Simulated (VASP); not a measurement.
# Ge (Imma) in VASP: notebook

The runs below take Ge through single point, with PBE.

All numbers are computed with VASP 6.6.1; they aren't measurements. Logs are shortened: lines on timing, memory, paths and dates and some standing lists are left out, and cuts for length are marked.

**1. The cell of the first run**

It takes space group Imma (No. 74, orthorhombic). Conventional cell: a = 4.064 Å, b = 4.115 Å, c = 5.747 Å, α = 90.00°, β = 90.00°, γ = 90.00°. Ge (site symmetry mm2) has 4 Ge at 2.49 to 2.50 Å within 3.3 Å.

**2. Single point, PBE (strained cell)**

Contents of INCAR:

```
PREC     = Accurate       # precision mode
ENCUT    = 500            # plane-wave cutoff, eV
EDIFF    = 1E-6           # SCF threshold, eV
ISMEAR   = 0              # smearing method
SIGMA    = 0.1            # smearing width, eV
LREAL    = False          # projectors in reciprocal space
LASPH    = True           # aspherical terms in the spheres
NELM     = 120            # most SCF steps
ALGO     = Normal         # electronic algorithm
ISIF     = 2              # what is computed and relaxed
LWAVE    = False          # write WAVECAR
LCHARG   = False          # write CHGCAR
GGA      = PE             # functional
NBANDS   = 21             # bands
GGA_COMPAT= False
```

Contents of KPOINTS:

```
regular mesh
0
Gamma
  10 10 10
```

Contents of POSCAR:

```
Ge
1.0
    0.0180047294      2.8915595478      2.8735548184
    2.8915595478      0.0180047294      2.8735548184
    2.9095642772      2.9095642772      0.0000000000
Ge
2
Direct
    0.0008298331      0.0008298331     -0.0008298331
    0.2491701669      0.2491701669      0.2508298331
```

Potentials or basis: VASP PAW PBE potentials, release 64 (Ge_d).

Run with:

```
$ cat potpaw_PBE.64/Ge_d/POTCAR > POTCAR
$ mpirun -np 1 vasp_std > vasp.out
```

OUTCAR:

```text
PREC = Accurate
   ENCUT = 500
   EDIFF = 1E-6
   ISMEAR = 0
   LREAL = False
   LASPH = True
   NELM = 120
   ISIF = 2
   GGA = PE

 ion  position               nearest neighbor table
   1  0.001  0.001  0.999-   2 2.49   2 2.49   2 2.50   2 2.50
   2  0.249  0.249  0.251-   1 2.49   1 2.49   1 2.50   1 2.50

  LATTYP: Found a body centered orthorhombic cell.
 ALAT       =     4.0638201964
 B/A-ratio  =     1.0125313283
 C/A-ratio  =     1.4142135624

  Lattice vectors:

 A1 = (   2.8915595478,   0.0180047294,  -2.8735548184)
 A2 = (  -2.8915595478,  -0.0180047294,  -2.8735548184)
 A3 = (   0.0180047294,   2.8915595478,   2.8735548184)

Analysis of symmetry for initial positions (statically):
=====================================================================
 Subroutine PRICEL returns:
 Original cell was already a primitive cell.

 Routine SETGRP: Setting up the symmetry group for a
 body centered orthorhombic supercell.

 Subroutine GETGRP returns: Found  8 space group operations
 (whereof  4 operations were pure point group operations)
 out of a pool of  8 trial point group operations.

The static configuration has the point symmetry C_2v.
 The point group associated with its full space group is D_2h.

Analysis of symmetry for dynamics (positions and initial velocities):
=====================================================================
 Subroutine PRICEL returns:
 Original cell was already a primitive cell.

 Routine SETGRP: Setting up the symmetry group for a
 body centered orthorhombic supercell.

 Subroutine GETGRP returns: Found  8 space group operations
 (whereof  4 operations were pure point group operations)
 out of a pool of  8 trial point group operations.

The dynamic configuration has the point symmetry C_2v.
 The point group associated with its full space group is D_2h.

 Subroutine INISYM returns: Found  8 space group operations
 (whereof  4 operations are pure point group operations),
 and found     1 'primitive' translations

----------------------------------------------------------------------------------------

                                     Primitive cell

  volume of cell :      48.0504

  direct lattice vectors                    reciprocal lattice vectors
     0.018004729  2.891559548  2.873554818    -0.174000509  0.174000509  0.174000509
[... 76 lines left out ...]
 SYSTEM =  unknown system
   PREC   = accura    normal or accurate (medium, high low for compatibility)
   ISTART =      0    job   : 0-new  1-cont  2-samecut
   ICHARG =      2    charge: 1-file 2-atom 10-const
   ISPIN  =      1    spin polarized calculation?
   LNONCOLLINEAR =      F non collinear calculations
   LSORBIT =      F    spin-orbit coupling
   LASPH  =      T    aspherical Exc in radial PAW
   ENCUT  =  500.0 eV  36.75 Ry    6.06 a.u.   7.43  7.43  7.50*2*pi/ulx,y,z
   NELM   =    120;   NELMIN=  2; NELMDL= -5     # of ELM steps
   EDIFF  = 0.1E-05   stopping-criterion for ELM
   LREAL  =      F    real-space projection
   EDIFFG = 0.1E-04   stopping-criterion for IOM
   NSW    =      0    number of steps for IOM
   IBRION =     -1    ionic relax: 0-MD 1-quasi-New 2-CG
   NFREE  =      0    steps in history (QN), initial steepest desc. (CG)
   ISIF   =      2    stress and relaxation
   ISYM   =      2    0-nonsym 1-usesym 2-fastsym
   POTIM  = 0.5000    time-step for ionic-motion
   TEBEG  =    0.0;   TEEND  =   0.0 temperature during run
   PSTRESS=    0.0 pullay stress
   NELECT =      28.0000    total number of electrons
   NUPDOWN=      -1.0000    fix difference up-down
   EMIN   =  10.00;   EMAX   =-10.00  energy-range for DOS
   EFERMI =   0.00;   METHOD = LEGACY
   ISMEAR =     0;   SIGMA  =   0.10  broadening in eV -4-tet -1-fermi 0-gaus
   EFERMI_NEDOS =   21; number of points for ismear=-14 and -15
   IALGO  =     38    algorithm
   IMIX   =      4    mixing-type and parameters
     AMIX     =   0.40;   BMIX     =  1.00
     AMIX_MAG =   1.60;   BMIX_MAG =  1.00
  volume/ion in A,a.u.               =      24.03       162.13
  Fermi-wavevector in a.u.,A,eV,Ry     =   1.367399  2.584009 25.439895  1.869780
  Thomas-Fermi vector in A             =   2.493455
   LORBIT       =      0    0 simple, 1 ext, 2 COOP (PROOUT), +10 PAW based schemes
   GGA     = PE    functional components
   LHFCALC =     F    Hartree Fock is set to
   AEXX    =    0.0000 exact exchange contribution
   IVDW    =     0    specifies the selected vdW correction
   LEPSILON=     F    determine dielectric tensor
   LRPA    =     F    only Hartree local field effects (RPA)
 non-spin polarized calculation
 Gauss-broadening in eV      SIGMA  =   0.10
  energy-cutoff  :      500.00
  volume of cell :       48.05
 maximum number of plane-waves:      1245
 NGX is ok and might be reduce to    30
   NGX = 15   NGY = 15   NGZ = 15

 number of electron      27.9999978 magnetization

 Free energy of the ion-electron system (eV)
  ---------------------------------------------------
  ext. energy  EPLUGINS =         0.00000000
  ---------------------------------------------------
  free energy    TOTEN  =        -9.03191792 eV

  energy without entropy =       -9.03140191  energy(sigma->0) =       -9.03165991

 E-fermi :   4.3797     XC(G=0):  -9.6460

 val. band max:        4.3781908385   @ k =   0.5000   0.0000   0.0000
 cond. band min:       4.4600325755   @ k =   0.0000   0.0000   0.0000
 fundamental gap:      0.0818417370
 Fermi energy:         4.3796702629

 k-point     1 :       0.0000    0.0000    0.0000
  band No.  band energies     occupation
      1     -20.3134      2.00000
      2     -20.3108      2.00000
      3     -20.3057      2.00000
      4     -20.2783      2.00000
      5     -20.2781      2.00000
      6     -20.1034      2.00000
[... 565 lines left out ...]
     20      15.7264      0.00000
     21      15.8899      0.00000

 [... further k-points ...]
[... 5 lines left out ...]
  --------------------------------------------------------------------------------------
  -------------------------------------------------------------------------------------
  Total       -0.1520433     -0.1520433     -0.0322919     -0.1877855      0.0000000      0.0000000
  in kB       -5.0696831     -5.0696831     -1.0767307     -6.2614613      0.0000000      0.0000000
  external PRESSURE =      -3.7386990 kB  Pullay stress =       0.0000000 kB

 VOLUME and BASIS-vectors are now :
 -----------------------------------------------------------------------------
  energy-cutoff  :      500.00
  volume of cell :       48.05
      direct lattice vectors                 reciprocal lattice vectors
     0.018004729  2.891559548  2.873554818    -0.174000509  0.174000509  0.174000509
     2.891559548  0.018004729  2.873554818     0.174000509 -0.174000509  0.174000509
     2.909564277  2.909564277  0.000000000     0.171847037  0.171847037 -0.174000509

 POSITION                                       TOTAL-FORCE (eV/Angst)
 -----------------------------------------------------------------------------------
      2.90956      2.90956      0.00477        -0.000000     -0.000000     -0.000566
      1.45478      1.45478      1.43201         0.000000      0.000000      0.000566
 -----------------------------------------------------------------------------------
    total drift:                                0.000000      0.000000      0.000000

  FREE ENERGIE OF THE ION-ELECTRON SYSTEM (eV)
  ---------------------------------------------------
  free  energy   TOTEN  =        -9.0319179166 eV

  energy  without entropy=       -9.0314019077  energy(sigma->0) =       -9.03165991
```

OSZICAR:

```text
N       E                     dE             d eps       ncg     rms          rms(c)
DAV:   1     0.190082592148E+03    0.19008E+03   -0.14314E+04  8056   0.349E+03
DAV:   2     0.190980070717E+02   -0.17098E+03   -0.16586E+03  7232   0.628E+02
DAV:   3    -0.815218668540E+01   -0.27250E+02   -0.27078E+02  8157   0.143E+02
DAV:   4    -0.908586091606E+01   -0.93367E+00   -0.93324E+00  8127   0.309E+01
DAV:   5    -0.910180469305E+01   -0.15944E-01   -0.15943E-01  8118   0.448E+00    0.295E+00
DAV:   6    -0.905508095534E+01    0.46724E-01   -0.19252E-02  8822   0.149E+00    0.175E+00
DAV:   7    -0.903011298069E+01    0.24968E-01   -0.41116E-02  7838   0.193E+00    0.144E-01
DAV:   8    -0.903172033991E+01   -0.16074E-02   -0.56245E-03  8122   0.968E-01    0.412E-02
DAV:   9    -0.903188451089E+01   -0.16417E-03   -0.25046E-04  8217   0.225E-01    0.159E-02
DAV:  10    -0.903191569883E+01   -0.31188E-04   -0.51173E-05  9302   0.657E-02    0.566E-03
DAV:  11    -0.903191795249E+01   -0.22537E-05   -0.72189E-06  8729   0.430E-02    0.169E-03
DAV:  12    -0.903191791660E+01    0.35891E-07   -0.49198E-07  5194   0.142E-02
   1 F= -.90319179E+01 E0= -.90316599E+01  d E =-.516009E-03
```

It took 3.3 min on 1 thread of Intel Xeon 8259CL, shared host; peak memory 0.26 GiB.

What came out:

```yaml
Free_energy: -9.0319 eV
Pressure: -0.4 GPa
Band_gap_on_the_k_mesh: zero (bands 14 and 15 overlap by 0.08 eV)
```

Stress tensor (GPa, compression positive):
```
-0.51 -0.63  0.00
-0.63 -0.51  0.00
 0.00  0.00 -0.11
```

Caveat: the cell differs from its parent crystal (strained cell); semilocal functionals underestimate gaps, so a narrow gap can read as zero.

**3. Single point, PBE (strained cell)**

Contents of INCAR:

```
SYSTEM = Ge
PREC = Accurate
ENCUT = 500
EDIFF = 1E-6
ISMEAR = 0
SIGMA = 0.1
LREAL = .False.
LASPH = .True.
NELM = 120
ALGO = Normal
ISIF = 2
LWAVE = .False.
LCHARG = .True.
GGA = PE
LELF = .True.
LVHAR = .True.
NBANDS = 21
GGA_COMPAT = .False.
```

Contents of KPOINTS:

```
regular mesh
0
Gamma
  10 10 10
  0 0 0
```

Contents of POSCAR:

```
Ge
1.0
    0.0158923808      2.8936718965      2.8734153036
    2.8936718965      0.0158923808      2.8734153036
    2.9095642772      2.9095642772     -0.0000000001
Ge
2
Direct
    0.0007284970      0.0007284970     -0.0007284970
    0.2492715030      0.2492715030      0.2507284970
```

Potentials or basis: VASP PAW PBE potentials, release 64 (Ge_d).

Run with:

```
$ cat potpaw_PBE.64/Ge_d/POTCAR > POTCAR
$ mpirun -np 1 vasp_std > vasp.out
```

Run time: 3.3 min. Hardware: 1 thread of Intel Xeon 8259CL, shared host; peak memory 0.26 GiB.

The run converged. Its results:

```
Free energy            : -9.0320 eV
Pressure               : -0.5 GPa
Band gap on the k mesh : zero (bands 14 and 15 overlap by 0.07 eV)
```

Stress tensor (GPa, compression positive):
```
-0.61 -0.55  0.00
-0.55 -0.61  0.00
 0.00  0.00 -0.16
```

Levels at points of the mesh, in eV from the Fermi level:
| k point | band 10 | band 11 | band 12 | band 13 | band 14 | band 15 | band 16 | band 17 | band 18 | band 19 |
| --- | --- | --- | --- | --- | --- | --- | --- | --- | --- | --- |
| (0.00, 0.00, 0.00) | -24.47 | -12.27 | -0.46 | -0.01 | 0.08 | 0.08 | 2.54 | 2.56 | 2.64 | 6.33 |
| (0.50, 0.00, 0.00) | -24.44 | -10.30 | -7.28 | -1.33 | -1.25 | 0.00 | 3.71 | 3.78 | 7.12 | 10.26 |
| (0.50, 0.50, 0.00) | -24.43 | -8.62 | -8.57 | -2.91 | -2.79 | 0.76 | 0.92 | 9.04 | 9.11 | 11.07 |
| (0.00, 0.00, 0.50) | -24.44 | -10.35 | -7.29 | -1.25 | -1.22 | 0.11 | 3.78 | 3.79 | 7.18 | 10.18 |
| (0.50, 0.00, 0.50) | -24.43 | -8.63 | -8.63 | -2.80 | -2.80 | 0.89 | 0.89 | 9.06 | 9.06 | 11.06 |

Caveat: the cell differs from its parent crystal (strained cell); semilocal functionals underestimate gaps, so a narrow gap can read as zero.
